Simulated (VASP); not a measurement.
# ZnWO4 in VASP: further runs

Runs on ZnWO4. Level: PBE. Tasks: single point.

Program: VASP 6.6.1. These are calculated values, not measurements. Logs are shortened: lines on timing, memory, paths and dates and some standing lists are left out, and cuts for length are marked.

### 1 The cell of the first run

The cell holds a disordered packing, 18 atoms: a = 6.331 Å, b = 5.929 Å, c = 6.259 Å, α = 90.59°, β = 90.65°, γ = 87.54°.

### 2 Single point, PBE

File INCAR:

```
SYSTEM = ZnWO4
ALGO = Normal
EDIFF = 1E-6
ENCUT = 1000
GGA = PE
GGA_COMPAT = .FALSE.
ISIF = 2
ISMEAR = -1
ISYM = 0
LASPH = .TRUE.
LCHARG = .FALSE.
LREAL = Auto
LWAVE = .FALSE.
NBANDS = 90
NELM = 120
PREC = Accurate
SIGMA = 0.05
```

File KPOINTS:

```
k-points
0
G
  1 1 1
  0 0 0
```

File POSCAR:

```
ZnWO4
1.0
    6.3295770000      0.1311510000     -0.0352210000
    0.1311510000      5.9276150000     -0.0312300000
   -0.0352210000     -0.0312300000      6.2590500000
W O Zn
3 12 3
Direct
    0.6646312410      0.6402457248      0.8294336762
    0.6487374595      0.5027118232      0.3187547427
    0.3651205423      0.9550887206      0.2594028377
    0.6660655619      0.3826465761      0.5848142366
    0.2466895188      0.0330317897      1.0055494419
    1.0114056886      0.3481662377      0.8133935583
    0.9355330057      0.5153517413      0.2987448323
    0.5202714468      0.2047122339      0.2841315605
    0.3401946514      0.6321004790      0.2083941643
    0.6354693840      0.8531436508      0.0349518766
    0.8784838654      0.7754902795      0.7050224302
    0.1565034809      0.0515340643      0.4519910558
    0.5760447168      0.7825826672      0.4322957841
    0.3810883033      0.6594084628      0.7525010405
    0.6457377518      0.3979576632      0.0003511311
    0.1929553710      0.4616256407      1.0015485816
    0.1556697016      0.9000823500      0.7387088159
    0.0957398084      0.4124381189      0.5365594610
```

Potentials or basis: VASP PAW PBE potentials, release 64 (W_sv, O_h, Zn).

Started as:

```sh
$ cat potpaw_PBE.64/W_sv/POTCAR potpaw_PBE.64/O_h/POTCAR potpaw_PBE.64/Zn/POTCAR > POTCAR
$ mpirun -np 1 vasp_gam > vasp.out
```

OUTCAR:

```text
SYSTEM = ZnWO4
   EDIFF = 1E-6
   ENCUT = 1000
   GGA = PE
   ISIF = 2
   ISMEAR = -1
   ISYM = 0
   LASPH = .TRUE.
   LREAL = Auto
   NELM = 120
   PREC = Accurate

 ion  position               nearest neighbor table
   1  0.665  0.640  0.829-  11 1.79  10 1.80  15 1.81  14 1.85   4 2.15   2 3.18   2 3.29
   2  0.649  0.503  0.319-   4 1.82   7 1.83  13 1.84   8 1.99  15 2.08   9 2.18  18 3.15   1 3.18
                             3 3.19   1 3.29
   3  0.365  0.955  0.259-   5 1.81   8 1.82  12 1.87   9 1.95  13 1.97  10 2.28   2 3.19
   4  0.666  0.383  0.585-   2 1.82   1 2.15
   5  0.247  0.033  0.006-   3 1.81  17 1.93
   6  0.011  0.348  0.813-  16 1.78  18 1.87
   7  0.936  0.515  0.299-   2 1.83  18 1.88
   8  0.520  0.205  0.284-   3 1.82   2 1.99
   9  0.340  0.632  0.208-  16 1.90   3 1.95   2 2.18
  10  0.635  0.853  0.035-   1 1.80   3 2.28
  11  0.878  0.775  0.705-   1 1.79  17 1.94
  12  0.157  0.052  0.452-   3 1.87  17 2.02  18 2.22
  13  0.576  0.783  0.432-   2 1.84   3 1.97
  14  0.381  0.659  0.753-   1 1.85  17 1.98
  15  0.646  0.398  0.000-   1 1.81   2 2.08
  16  0.193  0.462  0.002-   6 1.78   9 1.90  18 2.98
  17  0.156  0.900  0.739-   5 1.93  11 1.94  14 1.98  12 2.02
  18  0.096  0.412  0.537-   6 1.87   7 1.88  12 2.22  16 2.98   2 3.15

IMPORTANT INFORMATION: All symmetrisations will be switched off!
NOSYMM: (Re-)initialisation of all symmetry stuff for point group C_1.

----------------------------------------------------------------------------------------

                                     Primitive cell

  volume of cell :     234.7142

  direct lattice vectors                    reciprocal lattice vectors
     6.329577000  0.131151000 -0.035221000     0.158065663 -0.003492676  0.000872042
     0.131151000  5.927615000 -0.031230000    -0.003492676  0.168783525  0.000822504
    -0.035221000 -0.031230000  6.259050000     0.000872042  0.000822504  0.159777666

  length of vectors
     6.331033573  5.929147956  6.259227008     0.158106650  0.168821662  0.159782163

  position of ions in fractional coordinates (direct lattice)
     0.664631241  0.640245725  0.829433676
     0.648737459  0.502711823  0.318754743
     0.365120542  0.955088721  0.259402838
     0.666065562  0.382646576  0.584814237
     0.246689519  0.033031790  0.005549442
     0.011405689  0.348166238  0.813393558
     0.935533006  0.515351741  0.298744832
     0.520271447  0.204712234  0.284131561
     0.340194651  0.632100479  0.208394164
     0.635469384  0.853143651  0.034951877
     0.878483865  0.775490279  0.705022430
     0.156503481  0.051534064  0.451991056
     0.576044717  0.782582667  0.432295784
     0.381088303  0.659408463  0.752501041
     0.645737752  0.397957663  0.000351131
     0.192955371  0.461625641  0.001548582
     0.155669702  0.900082350  0.738708816
     0.095739808  0.412438119  0.536559461

  ion indices of the primitive-cell ions
   primitive index   ion index
                 1           1
                 2           2
                 3           3
                 4           4
                 5           5
                 6           6
                 7           7
                 8           8
                 9           9
                10          10
                11          11
                12          12
                13          13
                14          14
                15          15
                16          16
                17          17
                18          18

----------------------------------------------------------------------------------------

 KPOINTS: k-points

Automatic generation of k-mesh.
 Grid dimensions read from file:
 generate k-points for:    1    1    1

 Generating k-lattice:

  Cartesian coordinates                     Fractional coordinates (reciprocal lattice)
     0.158065663 -0.003492676  0.000872042     1.000000000  0.000000000  0.000000000
    -0.003492676  0.168783525  0.000822504     0.000000000  1.000000000 -0.000000000
     0.000872042  0.000822504  0.159777666     0.000000000  0.000000000  1.000000000

  Length of vectors
     0.158106650  0.168821662  0.159782163

  Shift w.r.t. Gamma in fractional coordinates (k-lattice)
     0.000000000  0.000000000  0.000000000

 Subroutine IBZKPT returns following result:
 ===========================================

 Found      1 irreducible k-points:

 Following reciprocal coordinates:
            Coordinates               Weight
  0.000000  0.000000  0.000000      1.000000
   k-points           NKPTS =      1   k-points in BZ     NKDIM =      1   number of bands    NBANDS=     90
   number of dos      NEDOS =    301   number of ions     NIONS =     18
   total plane-waves  NPLWV = 313600
   dimension x,y,z NGX =    70 NGY =   64 NGZ =   70
   dimension x,y,z NGXF=   140 NGYF=  128 NGZF=  140
   ions per type =               3  12   3
   NGX,Y,Z   is equivalent  to a cutoff of  18.38, 17.94, 18.59 a.u.
   NGXF,Y,Z  is equivalent  to a cutoff of  36.76, 35.89, 37.18 a.u.
 SYSTEM =  ZnWO4
   PREC   = accura    normal or accurate (medium, high low for compatibility)
   ISTART =      0    job   : 0-new  1-cont  2-samecut
   ICHARG =      2    charge: 1-file 2-atom 10-const
   ISPIN  =      1    spin polarized calculation?
   LNONCOLLINEAR =      F non collinear calculations
   LSORBIT =      F    spin-orbit coupling
   LASPH  =      T    aspherical Exc in radial PAW
   ENCUT  = 1000.0 eV  73.50 Ry    8.57 a.u.  16.32 15.29 16.14*2*pi/ulx,y,z
   NELM   =    120;   NELMIN=  2; NELMDL= -5     # of ELM steps
   EDIFF  = 0.1E-05   stopping-criterion for ELM
   LREAL  =      T    real-space projection
   EDIFFG = 0.1E-04   stopping-criterion for IOM
   NSW    =      0    number of steps for IOM
   IBRION =     -1    ionic relax: 0-MD 1-quasi-New 2-CG
   NFREE  =      0    steps in history (QN), initial steepest desc. (CG)
   ISIF   =      2    stress and relaxation
   ISYM   =      0    0-nonsym 1-usesym 2-fastsym
   POTIM  = 0.5000    time-step for ionic-motion
   TEBEG  =    0.0;   TEEND  =   0.0 temperature during run
   PSTRESS=    0.0 pullay stress
   NELECT =     150.0000    total number of electrons
   NUPDOWN=      -1.0000    fix difference up-down
   EMIN   =  10.00;   EMAX   =-10.00  energy-range for DOS
   EFERMI =   0.00;   METHOD = LEGACY
   ISMEAR =    -1;   SIGMA  =   0.05  broadening in eV -4-tet -1-fermi 0-gaus
   EFERMI_NEDOS =   21; number of points for ismear=-14 and -15
   IALGO  =     38    algorithm
   IMIX   =      4    mixing-type and parameters
     AMIX     =   0.40;   BMIX     =  1.00
     AMIX_MAG =   1.60;   BMIX_MAG =  1.00
  volume/ion in A,a.u.               =      13.04        88.00
  Fermi-wavevector in a.u.,A,eV,Ry     =   1.410129  2.664757 27.054683  1.988463
  Thomas-Fermi vector in A             =   2.532114
   LORBIT       =      0    0 simple, 1 ext, 2 COOP (PROOUT), +10 PAW based schemes
   GGA     = PE    functional components
   LHFCALC =     F    Hartree Fock is set to
   AEXX    =    0.0000 exact exchange contribution
   IVDW    =     0    specifies the selected vdW correction
   LEPSILON=     F    determine dielectric tensor
   LRPA    =     F    only Hartree local field effects (RPA)
 non-spin polarized calculation
  energy-cutoff  :     1000.00
  volume of cell :      234.71
 maximum number of plane-waves:      8419
 NGX is ok and might be reduce to    70
   NGX = 33   NGY = 31   NGZ = 33

 number of electron     150.0000001 magnetization

 Free energy of the ion-electron system (eV)
  ---------------------------------------------------
  ext. energy  EPLUGINS =         0.00000000
  ---------------------------------------------------
  free energy    TOTEN  =      -130.88604681 eV

  energy without entropy =     -130.88604681  energy(sigma->0) =     -130.88604681

 E-fermi :   3.6608     XC(G=0): -10.1680

 val. band max:        2.4533591528   @ k =   0.0000   0.0000   0.0000
 cond. band min:       4.8921325604   @ k =   0.0000   0.0000   0.0000
 fundamental gap:      2.4387734076
 Fermi energy:         3.6607774926

 k-point     1 :       0.0000    0.0000    0.0000
  band No.  band energies     occupation
      1     -72.8534      2.00000
      2     -72.7570      2.00000
      3     -72.2192      2.00000
      4     -37.2143      2.00000
      5     -37.1565      2.00000
      6     -37.1124      2.00000
      7     -37.0855      2.00000
      8     -37.0234      2.00000
      9     -36.9585      2.00000
     10     -36.6150      2.00000
     11     -36.6039      2.00000
     12     -36.4854      2.00000
     13     -16.9616      2.00000
     14     -15.7590      2.00000
     15     -15.6230      2.00000
     16     -15.4806      2.00000
     17     -15.3754      2.00000
     18     -15.2376      2.00000
     19     -15.1044      2.00000
     20     -15.0810      2.00000
     21     -14.8809      2.00000
     22     -14.6211      2.00000
     23     -14.2880      2.00000
     24     -13.7977      2.00000
     25      -4.7379      2.00000
     26      -4.4927      2.00000
     27      -4.1612      2.00000
     28      -4.0717      2.00000
     29      -3.9214      2.00000
     30      -3.6613      2.00000
     31      -3.6060      2.00000
     32      -3.5619      2.00000
     33      -3.4848      2.00000
     34      -3.4067      2.00000
     35      -3.3219      2.00000
     36      -3.2141      2.00000
     37      -3.1774      2.00000
     38      -3.0926      2.00000
     39      -2.9444      2.00000
     40      -2.8812      2.00000
     41      -2.8686      2.00000
     42      -2.7996      2.00000
     43      -2.6770      2.00000
     44      -2.6155      2.00000
     45      -2.5948      2.00000
     46      -2.4993      2.00000
     47      -2.4519      2.00000
     48      -2.2044      2.00000
     49      -2.1298      2.00000
     50      -2.0668      2.00000
     51      -1.7808      2.00000
     52      -1.6543      2.00000
     53      -1.3780      2.00000
     54      -1.2574      2.00000
     55      -1.0565      2.00000
     56      -0.8790      2.00000
     57      -0.6398      2.00000
     58      -0.4895      2.00000
     59      -0.4528      2.00000
     60      -0.2846      2.00000
     61      -0.2242      2.00000
     62       0.0970      2.00000
     63       0.3078      2.00000
     64       0.5103      2.00000
     65       0.5999      2.00000
     66       0.6792      2.00000
     67       0.8019      2.00000
     68       0.9360      2.00000
     69       1.1072      2.00000
     70       1.2960      2.00000
     71       1.3822      2.00000
     72       1.4126      2.00000
     73       1.5978      2.00000
     74       1.9409      2.00000
     75       2.4534      2.00000
     76       4.8921      0.00000
     77       5.0579      0.00000
     78       5.2991      0.00000
     79       5.4202      0.00000
     80       5.6246      0.00000
     81       5.7920      0.00000
     82       6.0901      0.00000
     83       6.2479      0.00000
     84       6.5844      0.00000
     85       6.9809      0.00000
     86       7.6441      0.00000
     87       8.0797      0.00000
 [bands above 87 left out]

------------------------ aborting loop because EDIFF is reached ----------------------------------------

  FORCE on cell =-STRESS in cart. coord.  units (eV):
  Direction    XX          YY          ZZ          XY          YZ          ZX
  --------------------------------------------------------------------------------------
  -------------------------------------------------------------------------------------
  Total        8.8262438      9.0997622     17.2490620      2.9190540     -1.6414689      1.8876986
  in kB       60.2486116     62.1156693    117.7434098     19.9256850    -11.2047913     12.8855745
  external PRESSURE =      80.0358969 kB  Pullay stress =       0.0000000 kB

 VOLUME and BASIS-vectors are now :
 -----------------------------------------------------------------------------
  energy-cutoff  :     1000.00
  volume of cell :      234.71
      direct lattice vectors                 reciprocal lattice vectors
     6.329577000  0.131151000 -0.035221000     0.158065663 -0.003492676  0.000872042
     0.131151000  5.927615000 -0.031230000    -0.003492676  0.168783525  0.000822504
    -0.035221000 -0.031230000  6.259050000     0.000872042  0.000822504  0.159777666

 POSITION                                       TOTAL-FORCE (eV/Angst)
 -----------------------------------------------------------------------------------
      4.26159      3.85639      5.14806        -0.055842      1.015022     -0.582963
      4.16094      3.05501      1.95655        -0.232244     -1.407699     -0.168699
      2.42718      5.70118      1.58093        -1.026630      1.634257     -0.615353
      4.24550      2.33727      3.62497        -0.047183     -0.244586     -1.449457
      1.56558      0.22798      0.02501         0.033259     -0.157297      0.381175
      0.08921      2.03989      5.07980         0.021966     -0.134777     -0.566755
      5.97860      3.16817      1.82081        -0.048019      0.230858     -0.780081
      3.30994      1.27282      1.75368        -0.382520     -0.553199      0.556893
      2.22885      3.78496      1.27263        -0.505725     -1.446378      0.247864
      4.13291      5.13936      0.16974         0.144580     -0.392922      0.358754
      5.63731      4.69000      4.35761         1.066603      0.788177     -0.342643
      0.98144      0.31188      2.82191         0.920888     -0.526793     -0.164489
      3.73353      4.70090      2.66103         0.953203      1.443122      0.608698
      2.47211      3.93520      4.67593        -1.094025      0.488219     -0.280713
      4.13943      2.44362     -0.03297         0.588462     -0.826372      2.143901
      1.28181      2.76160     -0.01152         0.275288      0.210694      0.322251
      1.07735      5.33269      4.59002        -0.505646      0.511492     -0.206917
      0.64119      2.44057      3.34210        -0.106417     -0.631821      0.538533
 -----------------------------------------------------------------------------------
    total drift:                                0.015681     -0.001062      0.013878

  FREE ENERGIE OF THE ION-ELECTRON SYSTEM (eV)
  ---------------------------------------------------
  free  energy   TOTEN  =      -130.8860468091 eV

  energy  without entropy=     -130.8860468090  energy(sigma->0) =     -130.88604681
```

It took 1.7 min on 1 thread of Intel Xeon Platinum 8375C at 2.90GHz (Ice Lake), shared host; peak memory 0.63 GiB.

Results:

```yaml
Free_energy: -130.8860 eV
Pressure: 8.0 GPa
Largest_force: 2.372 eV/Å
```

Forces in eV/Å, atoms in the order of the input:
```
W   -0.056  1.015 -0.583
W   -0.232 -1.408 -0.169
W   -1.027  1.634 -0.615
O   -0.047 -0.245 -1.449
O    0.033 -0.157  0.381
O    0.022 -0.135 -0.567
O   -0.048  0.231 -0.780
O   -0.383 -0.553  0.557
O   -0.506 -1.446  0.248
O    0.145 -0.393  0.359
O    1.067  0.788 -0.343
O    0.921 -0.527 -0.164
O    0.953  1.443  0.609
O   -1.094  0.488 -0.281
O    0.588 -0.826  2.144
Zn   0.275  0.211  0.322
Zn  -0.506  0.511 -0.207
Zn  -0.106 -0.632  0.539
```

Stress tensor (GPa, compression positive):
```
 6.02  1.99  1.29
 1.99  6.21 -1.12
 1.29 -1.12 11.77
```

Caveat: the k points lie up to 1.06 Å⁻¹ apart, too coarse for converged energies, forces and pressures; the atoms stand as in a frame of molecular dynamics; spin-orbit coupling is left out, which moves the levels of the heavy elements.

(Part 1 of 3 ends here.)
